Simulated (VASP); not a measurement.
Here is a VASP 6.6.1 calculation.

Contents of INCAR:

```
  PREC = Accurate
  ENCUT = 520
  EDIFF = 1E-6
  ISMEAR = 0
  SIGMA = 0.1
  LREAL = F
  LASPH = T
  NELM = 150
  ALGO = Normal
  ISIF = 2
  LWAVE = F
  LCHARG = F
  ISPIN = 2
  MAGMOM = 1.22 1.22 1.22 0 0
  LORBIT = 11
  LMAXMIX = 4
  GGA = PS
  NBANDS = 40
```

File KPOINTS:

```
Automatic mesh
0
Gamma
  10 10 10
```

Contents of POSCAR:

```
Mn3ZnN
1.0
    3.8463013811      0.0000000000      0.0000000000
    0.0000000000      3.8463013811      0.0000000000
    0.0000000000      0.0000000000      3.8463013811
Mn Zn N
3 1 1
Direct
    0.0000000000      0.5000000000      0.5000000000
    0.5000000000      0.0000000000      0.5000000000
    0.5000000000      0.5000000000      0.0000000000
    0.0000000000      0.0000000000      0.0000000000
    0.5000000000      0.5000000000      0.5000000000
```

Potentials or basis: VASP PAW PBE potentials, release 64 (Mn_pv, Zn, N).

Run with:

```sh
$ cat potpaw_PBE.64/Mn_pv/POTCAR potpaw_PBE.64/Zn/POTCAR potpaw_PBE.64/N/POTCAR > POTCAR
$ mpirun -np 1 vasp_std > vasp.out
```

Q: Estimate the pressure.

A: -16.5 GPa.

Q: Estimate the net moment.

A: 4.74 μB per cell.

Caveat: the cell stands under tension; the PAW data sets were made with another functional, which shifts forces and pressure a little.
